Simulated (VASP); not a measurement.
# BaTiO3 in VASP: a series of runs

BaTiO3 is run at these levels: PBEsol; tasks: single point.

All numbers are computed with VASP 6.6.1; they aren't measurements. Logs are shortened: lines on timing, memory, paths and dates and some standing lists are left out, and cuts for length are marked.

### 1 The cell of the first run

The structure is monoclinic, space group Cm (No. 8). Conventional cell: a = 5.714 Å, b = 5.600 Å, c = 4.018 Å, α = 90.00°, β = 91.61°, γ = 90.00°. Within 3.6 Å of Ba (site symmetry m) lie 12 O at 2.76 to 2.91 Å and 8 Ti at 3.40 to 3.58 Å. Ti (site symmetry m) has 6 O at 1.87 to 2.15 Å within 2.5 Å. Within 2.5 Å of O (site symmetry m) lie 2 Ti at 1.87 to 2.15 Å. O (site symmetry 1) has 2 Ti at 2.00 to 2.01 Å and 4 Ba at 2.76 to 2.91 Å and 8 O at 2.80 to 2.87 Å within 3.0 Å.

### 2 Single point, PBEsol (equal xy, yz and zx shear strains of +2 %)

INCAR

```
SYSTEM = BaTiO3
  ALGO = Normal
  EDIFF = 1E-7
  ENCUT = 520
  GGA = PS
  ISIF = 2
  ISMEAR = -1
  LASPH = .TRUE.
  LCHARG = .FALSE.
  LREAL = .FALSE.
  LWAVE = .FALSE.
  NBANDS = 28
  NELM = 100
  PREC = Accurate
  SIGMA = 0.08
```

KPOINTS

```
k-points
0
G
  7 7 7
  0 0 0
```

POSCAR

```
BaTiO3
1.0
    3.9998000000      0.0399980000      0.0399980000
    0.0399980000      3.9998000000      0.0399980000
    0.0401800000      0.0401800000      4.0180000000
Ba Ti O
1 1 3
Direct
    0.0000000000      0.0000000000      0.0000000000
    0.5000000000      0.5000000000      0.4820000000
    0.5000000000      0.5000000000      0.0160000000
    0.5000000000      0.0000000000      0.5150000000
    0.0000000000      0.5000000000      0.5150000000
```

Potentials or basis: VASP PAW PBE potentials, release 64 (Ba_sv, Ti_sv, O).

On the command line:

```bash
cat potpaw_PBE.64/Ba_sv/POTCAR potpaw_PBE.64/Ti_sv/POTCAR potpaw_PBE.64/O/POTCAR > POTCAR
mpirun -np 1 vasp_std > vasp.out
```

OUTCAR:

```text
SYSTEM = BaTiO3
   EDIFF = 1E-7
   ENCUT = 520
   GGA = PS
   ISIF = 2
   ISMEAR = -1
   LASPH = .TRUE.
   LREAL = .FALSE.
   NELM = 100
   PREC = Accurate

 ion  position               nearest neighbor table
   1  0.000  0.000  0.000-   4 2.76   5 2.76   3 2.80   3 2.80   5 2.82   4 2.82   5 2.85   4 2.85
                             3 2.86   3 2.86   4 2.91   5 2.91   2 3.40   2 3.40   2 3.41   2 3.49
   2  0.500  0.500  0.482-   3 1.87   4 2.00   5 2.00   4 2.01   5 2.01   3 2.15   1 3.40   1 3.40
                             1 3.41   1 3.49   1 3.49   1 3.49   1 3.50   1 3.58
   3  0.500  0.500  0.016-   2 1.87   2 2.15   1 2.80   1 2.80   1 2.86   1 2.86
   4  0.500  0.000  0.515-   2 2.00   2 2.01   1 2.76   1 2.82   1 2.85   1 2.91
   5  0.000  0.500  0.515-   2 2.00   2 2.01   1 2.76   1 2.82   1 2.85   1 2.91

  LATTYP: Found a base centered monoclinic cell.
 ALAT       =     5.7136971500
 B/A-ratio  =     0.9801019455
 C/A-ratio  =     0.7032927498
 COS(beta)  =    -0.0281386778

  Lattice vectors:

 A1 = (  -3.9998000000,  -0.0399980000,  -0.0399980000)
 A2 = (  -0.0399980000,  -3.9998000000,  -0.0399980000)
 A3 = (   0.0401800000,   0.0401800000,   4.0180000000)

Analysis of symmetry for initial positions (statically):
=====================================================================
 Subroutine PRICEL returns:
 Original cell was already a primitive cell.

 Routine SETGRP: Setting up the symmetry group for a
 base centered monoclinic supercell.

 Subroutine GETGRP returns: Found  2 space group operations
 (whereof  2 operations were pure point group operations)
 out of a pool of  4 trial point group operations.

The static configuration has the point symmetry C_1h.

Analysis of symmetry for dynamics (positions and initial velocities):
=====================================================================
 Subroutine PRICEL returns:
 Original cell was already a primitive cell.

 Routine SETGRP: Setting up the symmetry group for a
 base centered monoclinic supercell.

 Subroutine GETGRP returns: Found  2 space group operations
 (whereof  2 operations were pure point group operations)
 out of a pool of  4 trial point group operations.

The dynamic configuration has the point symmetry C_1h.

 Subroutine INISYM returns: Found  2 space group operations
 (whereof  2 operations are pure point group operations),
 and found     1 'primitive' translations

----------------------------------------------------------------------------------------
[... 101 lines left out ...]
   EDIFFG = 0.1E-05   stopping-criterion for IOM
   NSW    =      0    number of steps for IOM
   IBRION =     -1    ionic relax: 0-MD 1-quasi-New 2-CG
   NFREE  =      0    steps in history (QN), initial steepest desc. (CG)
   ISIF   =      2    stress and relaxation
   ISYM   =      2    0-nonsym 1-usesym 2-fastsym
   POTIM  = 0.5000    time-step for ionic-motion
   TEBEG  =    0.0;   TEEND  =   0.0 temperature during run
   PSTRESS=    0.0 pullay stress
   NELECT =      40.0000    total number of electrons
   NUPDOWN=      -1.0000    fix difference up-down
   EMIN   =  10.00;   EMAX   =-10.00  energy-range for DOS
   EFERMI =   0.00;   METHOD = LEGACY
   ISMEAR =    -1;   SIGMA  =   0.08  broadening in eV -4-tet -1-fermi 0-gaus
   EFERMI_NEDOS =   21; number of points for ismear=-14 and -15
   IALGO  =     38    algorithm
   IMIX   =      4    mixing-type and parameters
     AMIX     =   0.40;   BMIX     =  1.00
     AMIX_MAG =   1.60;   BMIX_MAG =  1.00
  volume/ion in A,a.u.               =      12.85        86.73
  Fermi-wavevector in a.u.,A,eV,Ry     =   1.397792  2.641443 26.583360  1.953822
  Thomas-Fermi vector in A             =   2.521013
   LORBIT       =      0    0 simple, 1 ext, 2 COOP (PROOUT), +10 PAW based schemes
   GGA     = PS    functional components
   LHFCALC =     F    Hartree Fock is set to
   AEXX    =    0.0000 exact exchange contribution
   IVDW    =     0    specifies the selected vdW correction
   LEPSILON=     F    determine dielectric tensor
   LRPA    =     F    only Hartree local field effects (RPA)
 non-spin polarized calculation
  energy-cutoff  :      520.00
  volume of cell :       64.26
 maximum number of plane-waves:      1761
 NGX is ok and might be reduce to    30
   NGX = 15   NGY = 15   NGZ = 15

 number of electron      39.9999972 magnetization

 Free energy of the ion-electron system (eV)
  ---------------------------------------------------
  ext. energy  EPLUGINS =         0.00000000
  ---------------------------------------------------
  free energy    TOTEN  =       -41.95895970 eV

  energy without entropy =      -41.95895806  energy(sigma->0) =      -41.95895888

 E-fermi :   4.6262     XC(G=0): -11.5001

 val. band max:        3.6428867277   @ k =  -0.4286  -0.4286   0.4286
 cond. band min:       5.4365293434   @ k =   0.0000   0.0000   0.0000
 fundamental gap:      1.7936426157
 Fermi energy:         4.6262235875

 k-point     1 :       0.0000    0.0000    0.0000
  band No.  band energies     occupation
      1     -52.6019      2.00000
      2     -28.9719      2.00000
      3     -28.9334      2.00000
      4     -28.9153      2.00000
      5     -21.1041      2.00000
      6     -13.1395      2.00000
[... 733 lines left out ...]
     27       9.6402      0.00000
     28      11.7015      0.00000

 [... further k-points ...]

------------------------ aborting loop because EDIFF is reached ----------------------------------------

  FORCE on cell =-STRESS in cart. coord.  units (eV):
  Direction    XX          YY          ZZ          XY          YZ          ZX
  --------------------------------------------------------------------------------------
  -------------------------------------------------------------------------------------
  Total       -0.8813520     -0.8813520     -0.2485107     -0.9863692     -0.9508719     -0.9508717
  in kB      -21.9736865    -21.9736865     -6.1958173    -24.5919543    -23.7069419    -23.7069388
  external PRESSURE =     -16.7143967 kB  Pullay stress =       0.0000000 kB

 VOLUME and BASIS-vectors are now :
 -----------------------------------------------------------------------------
  energy-cutoff  :      520.00
  volume of cell :       64.26
      direct lattice vectors                 reciprocal lattice vectors
     3.999800000  0.039998000  0.039998000     0.250062018 -0.002475862 -0.002475862
     0.039998000  3.999800000  0.039998000    -0.002475862  0.250062018 -0.002475862
     0.040180000  0.040180000  4.018000000    -0.002464647 -0.002464647  0.248929333

 POSITION                                       TOTAL-FORCE (eV/Angst)
 -----------------------------------------------------------------------------------
      0.00000      0.00000      0.00000        -0.003357     -0.003357     -0.082328
      2.03927      2.03927      1.97667        -0.046423     -0.046423      0.042936
      2.02054      2.02054      0.10429         0.025853      0.025853      0.365929
      2.02059      0.04069      2.08927         0.021011      0.002915     -0.163269
      0.04069      2.02059      2.08927         0.002915      0.021011     -0.163269
 -----------------------------------------------------------------------------------
    total drift:                                0.000011      0.000011     -0.000430

  FREE ENERGIE OF THE ION-ELECTRON SYSTEM (eV)
  ---------------------------------------------------
  free  energy   TOTEN  =       -41.9589597037 eV

  energy  without entropy=      -41.9589580647  energy(sigma->0) =      -41.95895888
```

OSZICAR:

```text
N       E                     dE             d eps       ncg     rms          rms(c)
DAV:   1     0.432653924186E+03    0.43265E+03   -0.20813E+04  5600   0.155E+03
DAV:   2    -0.470274595882E+01   -0.43736E+03   -0.41678E+03  6348   0.428E+02
DAV:   3    -0.498772386986E+02   -0.45174E+02   -0.44724E+02  7740   0.134E+02
DAV:   4    -0.521092699502E+02   -0.22320E+01   -0.22268E+01  8544   0.255E+01
DAV:   5    -0.521724988442E+02   -0.63229E-01   -0.63217E-01  7592   0.340E+00    0.228E+01
DAV:   6    -0.422202993328E+02    0.99522E+01   -0.52898E+01  8272   0.657E+01    0.990E+00
DAV:   7    -0.421360453874E+02    0.84254E-01   -0.95490E+00  7516   0.223E+01    0.686E+00
DAV:   8    -0.419529445554E+02    0.18310E+00   -0.82366E-01  6952   0.841E+00    0.290E+00
DAV:   9    -0.419820140775E+02   -0.29070E-01   -0.23429E-01  7752   0.341E+00    0.138E+00
DAV:  10    -0.419596333449E+02    0.22381E-01   -0.11934E-01  6608   0.365E+00    0.293E-01
DAV:  11    -0.419590954835E+02    0.53786E-03   -0.54916E-03  7084   0.535E-01    0.718E-02
DAV:  12    -0.419590109054E+02    0.84578E-04   -0.31196E-04  6908   0.131E-01    0.468E-02
DAV:  13    -0.419589618526E+02    0.49053E-04   -0.29195E-04  6876   0.178E-01    0.218E-02
DAV:  14    -0.419589608395E+02    0.10131E-05   -0.50753E-05  7612   0.514E-02    0.948E-03
DAV:  15    -0.419589602565E+02    0.58297E-06   -0.98740E-06  8024   0.269E-02    0.761E-03
DAV:  16    -0.419589602460E+02    0.10546E-07   -0.50283E-06  7532   0.221E-02    0.624E-03
DAV:  17    -0.419589597147E+02    0.53127E-06   -0.24510E-06  7388   0.155E-02    0.103E-03
DAV:  18    -0.419589597037E+02    0.10976E-07   -0.71839E-08  4556   0.222E-03
   1 F= -.41958960E+02 E0= -.41958959E+02  d E =-.163905E-05
```

stdout:

```text
POSCAR found type information on POSCAR BaTiO
 POSCAR found :  3 types and       5 ions
 scaLAPACK will be used
 -----------------------------------------------------------------------------
|                                                                             |
|                                                                             |
|     You enforced a specific xc type in the INCAR file but a different       |
|     I HOPE YOU KNOW WHAT YOU ARE DOING!                                     |
|                                                                             |
 -----------------------------------------------------------------------------

 LDA part: xc-table for (Slater+PW92), standard interpolation
 POSCAR, INCAR and KPOINTS ok, starting setup
 FFT: planning ... GRIDC
 FFT: planning ... GRID_SOFT
 FFT: planning ... GRID
 WAVECAR not read
 entering main loop
```

Run time: 2.3 min. Hardware: 1 thread of AMD EPYC 9R45 (Zen 5), shared host; peak memory 0.27 GiB.

What came out:

```yaml
Free_energy: -41.9590 eV
Pressure: -1.7 GPa
Largest_force: 0.368 eV/Å
Band_gap_on_the_k_mesh: 1.79 eV (least direct gap 1.97 eV)
```

Forces on the atoms (eV/Å):
```
Ba  -0.003 -0.003 -0.082
Ti  -0.046 -0.046  0.043
O    0.026  0.026  0.366
O    0.021  0.003 -0.163
O    0.003  0.021 -0.163
```

Levels at points of the mesh, in eV from the valence-band top:
| k point | band 17 | band 18 | band 19 | band 20 | band 21 | band 22 | band 23 | band 24 |
| --- | --- | --- | --- | --- | --- | --- | --- | --- |
| (0.00, 0.00, 0.00) | -1.06 | -0.37 | -0.23 | -0.18 | 1.79 | 2.07 | 2.14 | 4.09 |

Caveat: the cell differs from its parent crystal (equal xy, yz and zx shear strains of +2 %); the PAW data sets were made with another functional, which shifts forces and pressure a little; spin-orbit coupling is left out, which moves the levels of the heavy elements; an odd mesh through Γ misses points on the zone boundary, where band edges can lie.

### 3 Single point, PBEsol (zz strain of -2 %)

INCAR

```
ALGO     = Normal         # electronic algorithm
EDIFF    = 1E-6           # SCF threshold, eV
ENCUT    = 520            # plane-wave cutoff, eV
GGA      = PS             # functional
ISIF     = 2              # what is computed and relaxed
ISMEAR   = -1             # smearing method
LASPH    = T              # aspherical terms in the spheres
LCHARG   = F              # write CHGCAR
LREAL    = F              # projectors in reciprocal space
LWAVE    = F              # write WAVECAR
NBANDS   = 28             # bands
NELM     = 60             # most SCF steps
PREC     = Accurate       # precision mode
SIGMA    = 0.08           # smearing width, eV
```

KPOINTS

```
k-points
0
Gamma
  7 7 7
```

POSCAR, as its differences from that of step 2:

```diff
@@ -2,5 +2,5 @@
 1.0
-    3.9998000000      0.0399980000      0.0399980000
-    0.0399980000      3.9998000000      0.0399980000
-    0.0401800000      0.0401800000      4.0180000000
+    3.9998000000      0.0000000000      0.0000000000
+    0.0000000000      3.9998000000      0.0000000000
+    0.0000000000      0.0000000000      3.9376400000
 Ba Ti O
```

Potentials or basis: VASP PAW PBE potentials, release 64 (Ba_sv, Ti_sv, O).

On the command line:

```bash
cat potpaw_PBE.64/Ba_sv/POTCAR potpaw_PBE.64/Ti_sv/POTCAR potpaw_PBE.64/O/POTCAR > POTCAR
mpirun -np 1 vasp_std > vasp.out
```

It took 68 s on 1 thread of Intel Xeon Platinum 8259CL at 2.50GHz (Skylake/Cascade Lake), shared host; peak memory 0.21 GiB.

Results (log left out):

```yaml
Free_energy: -41.9655 eV
Pressure: 2.0 GPa
Largest_force: 0.389 eV/Å
Band_gap_on_the_k_mesh: 1.86 eV (least direct gap 2.06 eV)
```

Forces on the atoms (eV/Å):
```
Ba   0.000  0.000 -0.053
Ti   0.000  0.000  0.389
O    0.000  0.000 -0.020
O    0.000  0.000 -0.158
O    0.000  0.000 -0.158
```

Stress tensor (GPa, compression positive):
```
-0.10  0.00  0.00
 0.00 -0.10  0.00
 0.00  0.00  6.10
```

Levels at points of the mesh, in eV from the valence-band top:
```csv
k point,band 17,band 18,band 19,band 20,band 21,band 22,band 23,band 24
"(0.00, 0.00, 0.00)",-1.03,-0.20,-0.20,-0.20,1.86,2.21,2.21,4.20
```

Caveat: the cell differs from its parent crystal (zz strain of -2 %); the PAW data sets were made with another functional, which shifts forces and pressure a little; spin-orbit coupling is left out, which moves the levels of the heavy elements; an odd mesh through Γ misses points on the zone boundary, where band edges can lie.
